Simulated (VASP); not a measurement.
A run of VASP 6.6.1 is set up as follows.

Contents of POSCAR:

```
C
1.0
    1.2278570421      0.7089035956      3.5527385382
   -1.2278570421      0.7089035956      3.5527385382
    0.0000000000     -1.4178071858      3.5527385393
C
2
Direct
    0.8333309632      0.8333309632      0.8333309632
    0.1666690368      0.1666690368      0.1666690368
```

INCAR.step1

```
  ALGO = Normal
  EDIFF = 1E-4
  ENCUT = 520
  GGA = PE
  ISMEAR = 1
  LASPH = T
  LCHARG = F
  LREAL = F
  LWAVE = T
  NBANDS = 11
  NELM = 60
  PREC = Accurate
  SIGMA = 0.1
```

Contents of INCAR.step2:

```
  ALGO = Normal
  EDIFF = 1E-7
  ENCUT = 520
  ISIF = 2
  ISMEAR = 1
  ISTART = 1
  LASPH = T
  LCHARG = F
  LMIXTAU = T
  LREAL = F
  LWAVE = F
  METAGGA = R2SCAN
  NBANDS = 11
  NELM = 60
  PREC = Accurate
  SIGMA = 0.1
```

The input KPOINTS:

```
k-points
0
Gamma
  10 10 10
```

Potentials or basis: VASP PAW PBE potentials, release 64 (C).

Run with:

```bash
$ cat potpaw_PBE.64/C/POTCAR > POTCAR
$ cp INCAR.step1 INCAR
$ mpirun -np 1 vasp_std > vasp.out
$ cp INCAR.step2 INCAR
$ mpirun -np 1 vasp_std > vasp.out
```

(1) Estimate the pressure.

(2) Estimate the band gap on the k mesh.

## Answers

(1) 0.6 GPa.

(2) 1.54 eV, direct.

Caveat: the PAW data sets were made with another functional, which shifts forces and pressure a little.
